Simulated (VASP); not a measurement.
Input of a VASP 6.6.1 run:

File INCAR:

```
  PREC = Accurate
  ENCUT = 520
  EDIFF = 1E-7
  ISMEAR = -1
  SIGMA = 0.05
  LREAL = Auto
  LASPH = True
  NELM = 150
  ALGO = Normal
  ISIF = 2
  LWAVE = False
  LCHARG = False
  ISPIN = 2
  MAGMOM = 0 0 0 0.2 0 0.2 0.2 0.2 0 0 0 0 0 0 0 0.2
  LORBIT = 11
  LMAXMIX = 4
  GGA = PS
  NBANDS = 38
```

KPOINTS

```
Automatic mesh
0
Gamma
  2 2 2
  0.5 0.5 0.5
```

File POSCAR:

```
Li7ZrH8
1.0
    7.9599380000      0.0000000000      0.0000000000
    0.0000000000      3.9799690000      0.0000000000
    0.0000000000      0.0000000000      3.9799690000
H Li Zr
8 7 1
Direct
    0.2365390000      0.9964400000      0.0105390000
    0.7435580000      0.9841980000      0.9771590000
    0.9905230000      0.5150620000      0.9745010000
    0.4947620000      0.5045220000      0.0003270000
    0.9922840000      0.0167530000      0.4808020000
    0.5022910000      0.9974960000      0.4793910000
    0.2728460000      0.4902530000      0.4883870000
    0.7331830000      0.4812930000      0.4891610000
    0.9884610000      0.9997970000      0.0167020000
    0.5029700000      0.9925730000      0.9780400000
    0.2472290000      0.5067010000      0.9879380000
    0.7407710000      0.5006330000      0.9922930000
    0.2418060000      0.9957390000      0.5101440000
    0.7599740000      0.0361350000      0.5078680000
    0.0016040000      0.4989000000      0.5209860000
    0.5080640000      0.4923280000      0.4971170000
```

Potentials or basis: VASP PAW PBE potentials, release 64 (H, Li_sv, Zr_sv).

Command:

```sh
$ cat potpaw_PBE.64/H/POTCAR potpaw_PBE.64/Li_sv/POTCAR potpaw_PBE.64/Zr_sv/POTCAR > POTCAR
$ mpirun -np 1 vasp_std > vasp.out
```

(1) Estimate the site moments.

(2) Estimate the band gap on the k mesh.

(3) What does it give for the net moment?

(4) Predict the largest force.

Answers

(1) H +0.02, +0.00, -0.01, -0.00; Li +0.01, +0.05, -0.00, +0.00; Zr +0.49 μB.

(2) 0.30 eV.

(3) 1.08 μB per cell.

(4) 2.345 eV/Å.

Caveat: the k points lie up to 0.79 Å⁻¹ apart; the PAW data sets were made with another functional, which shifts forces and pressure a little.
